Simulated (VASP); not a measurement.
GeIrPd3, 5 atoms in the cell. It takes space group Cm (No. 8, monoclinic). The conventional cell has a = 8.414 Å, b = 4.025 Å, c = 5.658 Å, α = 90.00°, β = 127.89°, γ = 90.00°. Ge (site symmetry m) has 3 Ir at 2.56 to 2.89 Å and 9 Pd at 2.57 to 3.07 Å within 3.4 Å. Pd (site symmetry m) has 3 Ge at 2.57 to 3.07 Å and 6 Pd at 2.63 to 2.91 Å and 3 Ir at 2.67 to 2.84 Å within 3.4 Å. Pd (site symmetry m) has 3 Ge at 2.61 to 2.89 Å and 6 Pd at 2.74 to 2.91 Å and 4 Ir at 2.88 to 3.24 Å within 3.4 Å. Within 3.4 Å of Pd (site symmetry m) lie 3 Ge at 2.59 to 2.99 Å and 6 Pd at 2.63 to 2.85 Å and 3 Ir at 2.80 to 2.87 Å. Within 3.4 Å of Ir (site symmetry m) lie 3 Ge at 2.56 to 2.89 Å and 10 Pd at 2.67 to 3.24 Å. 

* Program: VASP 6.6.1
* Task: relaxation of cell and atoms
* Functional: PBE
* Potentials or basis: VASP PAW PBE potentials, release 64 (Ge_d, Pd, Ir)
* Cutoff: 600 eV
* k mesh: 10 × 10 × 8
* Occupations: gaussian, width 0.1 eV
* Spin: no spin polarisation
* Dipole correction: no
* Further INCAR settings: ALGO = Fast; EDIFF = 1e-06; IBRION = 2; EDIFFG = -0.001; NSW = 80; ISIF = 3

Potentials or basis: VASP PAW PBE potentials, release 64 (Ge_d, Pd, Ir).

The run is started by

```console
$ cat potpaw_PBE.64/Ge_d/POTCAR potpaw_PBE.64/Pd/POTCAR potpaw_PBE.64/Ir/POTCAR > POTCAR
$ mpirun -np 1 vasp_std > vasp.out
```

Hardware: 1 thread of AMD EPYC 9R45 96-Core Processor (Zen 5), with other jobs on the host.

Task: Estimate the wall time of this run.

Result: Run time: 120 min on 1 thread of AMD EPYC 9R45 96-Core Processor (Zen 5), with other jobs on the host, peak memory 0.77 GiB. Counts: scf iterations 183, k points 227, ion steps 61.
